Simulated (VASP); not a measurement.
Set up this calculation in VASP 6.6.1, as the native input.

- Task: single point
- Functional: r2SCAN
- Potentials or basis: VASP PAW PBE potentials, release 64 (C_h)
- Cutoff: 1430 eV
- k mesh: 12 × 12 × 12
- Occupations: gaussian, width 0.01 eV
- Spin: no spin polarisation
- Dipole correction: no
- Further INCAR settings: ALGO = Normal; EDIFF = 1e-06; NBANDS = 11

Crystal: C.

```
CELL_PARAMETERS angstrom
1.78014 1.78014 0.00000
-1.78014 1.78014 0.00000
0.00000 1.78014 1.78014
ATOMIC_POSITIONS crystal
C 0.50000 0.50000 0.00000
C 0.75000 0.25000 0.50000
```

One way to write it, as run:

POSCAR

```
C
1.0
    1.7801407966      1.7801407966      0.0000000000
   -1.7801407966      1.7801407966      0.0000000000
    0.0000000000      1.7801407966      1.7801407966
C
2
Direct
    0.5000000000      0.5000000000      0.0000000000
    0.7500000000      0.2500000000      0.5000000000
```

INCAR.step1

```
SYSTEM = C
PREC = Accurate
ENCUT = 1430
ISMEAR = 0
SIGMA = 0.01
LREAL = .False.
LASPH = .True.
NELM = 120
NBANDS = 11
GGA = PE
ALGO = Normal
EDIFF = 1E-5
LWAVE = .True.
LCHARG = .False.
GGA_COMPAT = .False.
```

INCAR.step2

```
SYSTEM = C
PREC = Accurate
ENCUT = 1430
EDIFF = 1E-6
ISMEAR = 0
SIGMA = 0.01
LREAL = .False.
LASPH = .True.
NELM = 120
ALGO = Normal
ISIF = 2
LWAVE = .False.
LCHARG = .False.
METAGGA = R2SCAN
LMIXTAU = .True.
NBANDS = 11
ISTART = 1
GGA_COMPAT = .False.
```

KPOINTS

```
regular mesh
0
Gamma
  12 12 12
  0 0 0
```

Potentials or basis: VASP PAW PBE potentials, release 64 (C_h).

The run is started by

```sh
$ cat potpaw_PBE.64/C_h/POTCAR > POTCAR
$ cp INCAR.step1 INCAR
$ mpirun -np 1 vasp_std > vasp.out
$ cp INCAR.step2 INCAR
$ mpirun -np 1 vasp_std > vasp.out
```

It gave:

```json
{"Pressure": "-0.6 GPa", "Band gap on the k mesh": "4.39 eV (least direct gap 5.89 eV)"}
```

Caveat: the PAW data sets were made with another functional, which shifts forces and pressure a little.

Run time: 56 s on 1 thread of Intel(R) Xeon(R) Platinum 8559C (Emerald Rapids), with other jobs on the host, peak memory 0.18 GiB.
